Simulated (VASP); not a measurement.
# BC6 in VASP: further runs, part 3 of 3

VASP 6.6.1.

## (5) Single point, PBE

The input, INCAR:

```
PREC     = Accurate       # precision mode
ENCUT    = 520            # plane-wave cutoff, eV
EDIFF    = 1E-6           # SCF threshold, eV
ISMEAR   = -1             # smearing method
SIGMA    = 0.05           # smearing width, eV
LREAL    = F              # projectors in reciprocal space
LASPH    = T              # aspherical terms in the spheres
NELM     = 120            # most SCF steps
ALGO     = Normal         # electronic algorithm
ISIF     = 2              # what is computed and relaxed
LWAVE    = F              # write WAVECAR
LCHARG   = T              # write CHGCAR
GGA      = PE             # functional
LELF     = T              # ELF
LVHAR    = T            
NBANDS   = 40             # bands
ISYM     = -1           
GGA_COMPAT= F
```

The input, KPOINTS:

```
explicit points
1
Reciprocal
  0.25000000   0.25000000   0.25000000 1
```

The input, POSCAR:

```
BC6
1.0
    4.9729980000     -0.1966600000      0.0225860000
   -0.1966600000      4.9296060000     -0.1069400000
    0.0225860000     -0.1069400000      4.8244630000
C B
12 2
Direct
    0.3916572904      0.9350282704      0.3205409497
    0.4855667002      0.2059955414      0.8704442658
    0.6171162797      0.6151471702      0.5816354380
    0.0951323680      0.5789098955      0.1700763307
    0.8961492621      0.9833999025      0.3394552634
    0.0998191060      0.6238893010      0.6609782700
    0.8260324063      0.4949981042      0.7003374944
    0.6476977521      0.8588722793      0.4140705194
    0.1247599013      0.7910488700      0.4139702054
    0.3438156108     -0.0075067435      0.0265376291
    0.7580383274      0.3100091447      0.9122603540
    0.1834801615      0.7379414942      0.9355396405
    0.3659355323      0.4442057893      0.6902435250
    0.9360404873      0.2695216641      0.1549924284
```

Potentials or basis: VASP PAW PBE potentials, release 64 (C, B).

The run is started by

```
cat potpaw_PBE.64/C/POTCAR potpaw_PBE.64/B/POTCAR > POTCAR
mpirun -np 1 vasp_std > vasp.out
```

OUTCAR:

```text
PREC = Accurate
   ENCUT = 520
   EDIFF = 1E-6
   ISMEAR = -1
   LREAL = F
   LASPH = T
   NELM = 120
   ISIF = 2
   GGA = PE
   ISYM = -1

 ion  position               nearest neighbor table
   1  0.392  0.935  0.321-   8 1.44  10 1.48   9 1.53
   2  0.486  0.206  0.870-  11 1.42  10 1.45  13 1.64
   3  0.617  0.615  0.582-   7 1.38   8 1.48  13 1.55
   4  0.095  0.579  0.170-  12 1.45   9 1.54  14 1.66
   5  0.896  0.983  0.339-   8 1.39   9 1.59  14 1.70
   6  0.100  0.624  0.661-  12 1.47   7 1.47   9 1.48  13 1.66
   7  0.826  0.495  0.700-   3 1.38  11 1.42   6 1.47
   8  0.648  0.859  0.414-   5 1.39   1 1.44   3 1.48
   9  0.125  0.791  0.414-   6 1.48   1 1.53   4 1.54   5 1.59
  10  0.344  0.992  0.027-   2 1.45   1 1.48  12 1.49
  11  0.758  0.310  0.912-   7 1.42   2 1.42  14 1.51
  12  0.183  0.738  0.936-   4 1.45   6 1.47  10 1.49  13 2.09
  13  0.366  0.444  0.690-   3 1.55   2 1.64   6 1.66  12 2.09
[... 176 lines left out ...]
     39      13.3316      0.00000
 [bands above 39 left out]

------------------------ aborting loop because EDIFF is reached ----------------------------------------

  FORCE on cell =-STRESS in cart. coord.  units (eV):
  Direction    XX          YY          ZZ          XY          YZ          ZX
  --------------------------------------------------------------------------------------
  -------------------------------------------------------------------------------------
  Total       12.7133238    -22.2075420      0.8562845     -0.5065462      8.6920350     -0.2790547
  in kB      172.5801659   -301.4617843     11.6238463     -6.8762371    117.9921839     -3.7880978
  external PRESSURE =     -39.0859240 kB  Pullay stress =       0.0000000 kB

 VOLUME and BASIS-vectors are now :
 -----------------------------------------------------------------------------
  energy-cutoff  :      520.00
  volume of cell :      118.03
      direct lattice vectors                 reciprocal lattice vectors
     4.972998000 -0.196660000  0.022586000     0.201406506  0.008018243 -0.000765162
    -0.196660000  4.929606000 -0.106940000     0.008018243  0.203272777  0.004468247
     0.022586000 -0.106940000  4.824463000    -0.000765162  0.004468247  0.207379581

 POSITION                                       TOTAL-FORCE (eV/Angst)
 -----------------------------------------------------------------------------------
      1.77107      4.49802      1.45529         0.247828      0.417974     -0.657875
      2.39387      0.82690      4.18836        -2.635985      0.812965     -0.259568
      2.96108      2.84887      2.75423        -0.606953     -0.503905      0.188428
      0.36309      2.81690      0.76077         0.001723     -0.028265     -0.693247
      4.27082      4.63524      1.55277         0.500749      0.700643      0.076905
      0.38863      2.98521      3.12440         1.440576     -1.080851      1.785330
      4.02633      2.20280      3.34447         0.764105      1.140497     -0.907417
      3.06145      4.06224      1.92045        -0.620158     -0.038073     -0.025236
      0.47421      3.83075      1.91541         0.051721     -0.019729     -1.703168
      1.51521      4.82215      0.02966         0.845785     -0.476330      0.969989
      3.72936      1.28159      4.38513        -0.271561     -0.885079     -0.117836
      0.78845      3.50163      4.43871        -0.376176     -0.071635      0.916097
      1.74803      2.04398      3.29082        -0.410752      0.450437     -0.491469
      4.60542      1.12798      0.74007         1.069097     -0.418651      0.919067
 -----------------------------------------------------------------------------------
    total drift:                                0.000243     -0.000054      0.000248

  FREE ENERGIE OF THE ION-ELECTRON SYSTEM (eV)
  ---------------------------------------------------
  free  energy   TOTEN  =      -115.5411150343 eV

  energy  without entropy=     -115.5408632693  energy(sigma->0) =     -115.54098915
```

Wall time 28 s (1 thread of Intel Xeon 8259CL, shared host); peak memory 0.18 GiB.

What came out:

```yaml
Free_energy: -115.5411 eV
Pressure: -3.9 GPa
Largest_force: 2.771 eV/Å
```

Forces in eV/Å, atoms in the order of the input:
```
C    0.248  0.418 -0.658
C   -2.636  0.813 -0.260
C   -0.607 -0.504  0.188
C    0.002 -0.028 -0.693
C    0.501  0.701  0.077
C    1.441 -1.081  1.785
C    0.764  1.140 -0.907
C   -0.620 -0.038 -0.025
C    0.052 -0.020 -1.703
C    0.846 -0.476  0.970
C   -0.272 -0.885 -0.118
C   -0.376 -0.072  0.916
B   -0.411  0.450 -0.491
B    1.069 -0.419  0.919
```

Caveat: the atoms stand as in a frame of molecular dynamics.

## (6) The runs side by side

| cell | smearing | pressure (GPa) | largest force (eV/Å) |
| --- | --- | --- | --- |
| as given, atomic positions A | fermi-dirac 0.1379 eV | -10.7 | 6.17 |
| as given, atomic positions B | fermi-dirac 0.1379 eV | -4.0 | 5.17 |
| as given, atomic positions C | fermi-dirac 0.1379 eV | -1.4 | 7.34 |
| as given, atomic positions D | fermi-dirac 0.05 eV | -3.9 | 2.77 |

Alike in all rows: task single point; level PBE; potentials or basis VASP PAW PBE potentials, release 64 (C, B); no spin polarisation; k mesh 1 × 1 × 1, shifted; cutoff (eV) 520.

Caveats: the atoms stand as in a frame of molecular dynamics.

Absolute energies hang on the potentials; compare differences alone.
